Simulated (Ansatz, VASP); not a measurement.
## Cu: VASP beside Ansatz

```xyz
1
Lattice="0.0000 1.9245 1.5265 1.9245 0.0000 1.5265 1.9245 1.9245 0.0000" Properties=species:S:1:pos:R:3 pbc="T T T"
Cu    0.0000    0.0000    0.0000
```

Alike in both runs: task single point; functional PBE; k mesh 24 × 24 × 24; occupations gaussian, width 0.15 eV; no spin polarisation.

```csv
,VASP,Ansatz
version,VASP 6.6.1,Ansatz 0.2.0
potentials or method,"VASP PAW PBE potentials, release 64 (Cu), cutoff 520 eV","scalar-relativistic, plane waves, PAW"
valence electrons in the cell,11,19
```

VASP gave:

| Item | Value |
| --- | --- |
| gap on the k mesh at the Fermi level (eV) | none |
| pressure (GPa) | 10.2 |
| traceless stress, the component that is largest in VASP (GPa) | 1.77 |

**Question.** What did Ansatz give for the same quantities?

**Answer.** gap on the k mesh at the Fermi level (eV): none; pressure (GPa): 9.5; traceless stress, the component that is largest in VASP (GPa): 1.77.

A gap of «none» marks a metal or a gap that the smearing closes. The functional is the same, so the differences come from potentials, cutoffs and numerics. VASP's potentials hold 11 valence electrons a cell and Ansatz's 19, so a difference there can come from the potentials and not from the codes.
